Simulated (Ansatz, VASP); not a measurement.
**One calculation of BP, two programs**

INCAR

```
PREC = Accurate ; ENCUT = 520
EDIFF = 1E-8 ; ISMEAR = -1
SIGMA = 0.05 ; LREAL = F
LASPH = T ; NELM = 60
ALGO = Normal ; ISIF = 2
LWAVE = F ; LCHARG = F
GGA = CA ; LEFG = T
NBANDS = 11
```

The input KPOINTS:

```
Automatic mesh
0
Gamma
  15 15 15
```

The input POSCAR:

```
BP
1.0
    0.0000000000      2.2009300000      2.2690000000
    2.2009300000      0.0000000000      2.2690000000
    2.2009300000      2.2009300000      0.0000000000
B P
1 1
Direct
    0.0000000000      0.0000000000      0.0000000000
    0.7500000000      0.7500000000      0.7500000000
```

Input for Ansatz:

```yaml
crystal:
  lattice:
    - [0.0, 2.20093, 2.269]
    - [2.20093, 0.0, 2.269]
    - [2.20093, 2.20093, 0.0]
  atoms:
    - { symbol: B, position: [0.0, 0.0, 0.0] }
    - { symbol: P, position: [0.75, 0.75, 0.75] }
kpoints:
  mp_grid: { grid: [15, 15, 15] }
scf:
  occupations: { method: fermi_dirac, width: 0.05 }
hamiltonian:
  xc: lda
  pseudopotentials: { kind: all_electron, datasets: crystal }
output:
  forces: true
  stress: true
  eigenvalues: true
  efg: { contact_densities: true }
```

Change from the starting cell: equal xx and yy strain of -3 %, crystal datasets.

Alike in both runs: task electric field gradients; functional LDA; k mesh 15 × 15 × 15; occupations fermi-dirac, width 0.05 eV; no spin polarisation.

|  | VASP | Ansatz |
| --- | --- | --- |
| version | VASP 6.6.1 | Ansatz 0.2.0 |
| potentials or method | VASP PAW LDA potentials, release 64 (B, P), cutoff 520 eV | all-electron PAW with datasets made for the crystal, scalar-relativistic |

```tsv
	VASP	Ansatz	Ansatz less VASP
pressure (GPa)	5.3	5.4	+0.11
traceless stress, the component that is largest in VASP (GPa)	-5.95	-5.94	+0.003
size of Vzz on the site where it differs most (V/Å²)	0.3	0.4	+0.13
```

LDA's correlation is that of Perdew and Zunger in VASP and of Perdew and Wang (1992) in Ansatz. Ansatz ran all-electron here, and VASP with PAW potentials.
